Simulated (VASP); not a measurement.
CuF, 4 atoms in the cell. It takes space group P6_3mc (No. 186, hexagonal). The conventional cell has a = 2.868 Å, b = 2.868 Å, c = 6.803 Å, α = 90.00°, β = 90.00°, γ = 120.00°. Within 2.6 Å of Cu (site symmetry 3m) lie 4 F at 1.93 to 2.22 Å. F (site symmetry 3m) has 4 Cu at 1.93 to 2.22 Å within 2.6 Å. 

| Item | Value |
| --- | --- |
| Program | VASP 6.6.1 |
| Task | single point |
| Functional | PBE |
| Potentials or basis | VASP PAW PBE potentials, release 64 (Cu, F) |
| Cutoff | 520 eV |
| k mesh | 6 × 6 × 4 |
| Occupations | gaussian, width 0.1 eV |
| Spin | no spin polarisation |
| Dipole correction | no |
| Further INCAR settings | ALGO = Normal; EDIFF = 1e-07; NBANDS = 26 |

Potentials or basis: VASP PAW PBE potentials, release 64 (Cu, F).

Run with:

```console
$ cat potpaw_PBE.64/Cu/POTCAR potpaw_PBE.64/F/POTCAR > POTCAR
$ mpirun -np 1 vasp_std > vasp.out
```

Hardware: 1 thread of Intel(R) Xeon(R) Platinum 8488C (Sapphire Rapids), with other jobs on the host.

Task: How long does it take, and how much memory?

Result: Wall time 22 s on 1 thread of Intel(R) Xeon(R) Platinum 8488C (Sapphire Rapids), with other jobs on the host, peak memory 0.18 GiB. Counts: scf iterations 14, k points 21.
